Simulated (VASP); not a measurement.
Input of a VASP 6.6.1 run:

The input INCAR:

```
PREC = Accurate ; ENCUT = 520
EDIFF = 1E-6 ; ISMEAR = 0
SIGMA = 0.05 ; LREAL = F
LASPH = T ; NELM = 60
ALGO = Normal ; ISIF = 2
LWAVE = F ; LCHARG = T
GGA = PE ; LELF = T
LVHAR = T ; NBANDS = 11
```

The input KPOINTS:

```
regular mesh
0
Gamma
  12 12 12
```

POSCAR

```
BAs
1.0
    0.0000000000      2.3292235558      2.5621459114
    2.3292235558      0.0000000000      2.5621459114
    2.3292235558      2.3292235558      0.0000000000
B As
1 1
Direct
    0.0000000000      0.0000000000      0.0000000000
    0.7500000000      0.7500000000      0.7500000000
```

Potentials or basis: VASP PAW PBE potentials, release 64 (B, As).

Run with:

```bash
$ cat potpaw_PBE.64/B/POTCAR potpaw_PBE.64/As/POTCAR > POTCAR
$ mpirun -np 1 vasp_std > vasp.out
```

Question: What does it give for the pressure?

Answer: 0.6 GPa.

Question: Estimate the band gap on the k mesh.

Answer: 0.49 eV, indirect (least direct gap 2.77 eV).

Stress tensor (GPa, compression positive):
```
  7.95   0.00   0.00
  0.00   7.95   0.00
  0.00   0.00 -14.01
```

 A k mesh can miss the band edges.
